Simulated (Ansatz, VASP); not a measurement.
# HfO2: VASP beside Ansatz

File INCAR:

```
ALGO = Normal
EDIFF = 1E-7
ENCUT = 520
GGA = PE
ISIF = 2
ISMEAR = -1
LASPH = T
LCHARG = F
LREAL = F
LWAVE = F
NBANDS = 31
NELM = 100
PREC = Accurate
SIGMA = 0.02
```

File KPOINTS:

```
k-points
0
Gamma
  8 8 6
```

File POSCAR:

```
HfO2
1.0
    3.5766926651      0.0000000000      0.0000000000
    0.0000000000      3.5766926651      0.0000000000
    0.0000000000      0.0000000000      5.3582911391
Hf O
2 4
Direct
    0.5000000000      0.5000000000      0.5000000000
    0.0000000000      0.0000000000      0.0000000000
    0.0000000000      0.5000000000      0.6873713530
    0.5000000000      0.0000000000      0.8126286470
    0.5000000000      0.0000000000      0.3126286470
    0.0000000000      0.5000000000      0.1873713530
```

Input for Ansatz:

```yaml
crystal:
  lattice:
    - [3.5766926651, 0.0, 0.0]
    - [0.0, 3.5766926651, 0.0]
    - [0.0, 0.0, 5.3582911391]
  atoms:
    - { symbol: Hf, position: [0.5, 0.5, 0.5] }
    - { symbol: Hf, position: [0.0, 0.0, 0.0] }
    - { symbol: O, position: [0.0, 0.5, 0.687371353] }
    - { symbol: O, position: [0.5, 0.0, 0.812628647] }
    - { symbol: O, position: [0.5, 0.0, 0.312628647] }
    - { symbol: O, position: [0.0, 0.5, 0.187371353] }
kpoints:
  mp_grid: { grid: [8, 8, 6] }
  band_path:
    path:
      - [0.0, 0.0, 0.0]
      - [0.0, 0.5, 0.0]
      - [0.5, 0.5, 0.0]
      - [0.0, 0.0, 0.5]
      - [0.0, 0.5, 0.5]
      - [0.5, 0.5, 0.5]
    npoints: 1
hamiltonian:
  xc: pbe
scf:
  occupations: { method: fermi_dirac, width: 0.02 }
  n_extra_bands: 5
output:
  forces: true
  stress: true
  eigenvalues: true
```

Change from the starting cell: uniaxial_z strain +3.0%.

Alike in both runs: task single point; functional PBE; k mesh 8 × 8 × 6; occupations fermi-dirac, width 0.02 eV; no spin polarisation.

|  | VASP | Ansatz |
| --- | --- | --- |
| version | VASP 6.6.1 | Ansatz 0.2.0 |
| potentials or method | VASP PAW PBE potentials, release 64 (Hf_pv, O) | plane waves, PAW |
| plane-wave cutoff (eV) | 520 | 420 |
| valence electrons in the cell | 44 | 76 |

Ansatz gave:

- gap on the k mesh at the Fermi level (eV): 4.76
- pressure (GPa): 1.9
- traceless stress, the component that is largest in VASP (GPa): -4.08
- rms of the force components (eV/Å): 0.041

Q: What did VASP give for the same quantities?

A: gap on the k mesh at the Fermi level (eV): 4.74; pressure (GPa): -1.2; traceless stress, the component that is largest in VASP (GPa): -4.02; rms of the force components (eV/Å): 0.014.

Atom by atom the forces differ by 0.026 eV/Å (rms over components). The functional is the same, so the differences come from potentials, cutoffs and numerics. VASP's potentials hold 44 valence electrons a cell and Ansatz's 76, so a difference there can come from the potentials and not from the codes.

Spin-orbit coupling is off throughout.
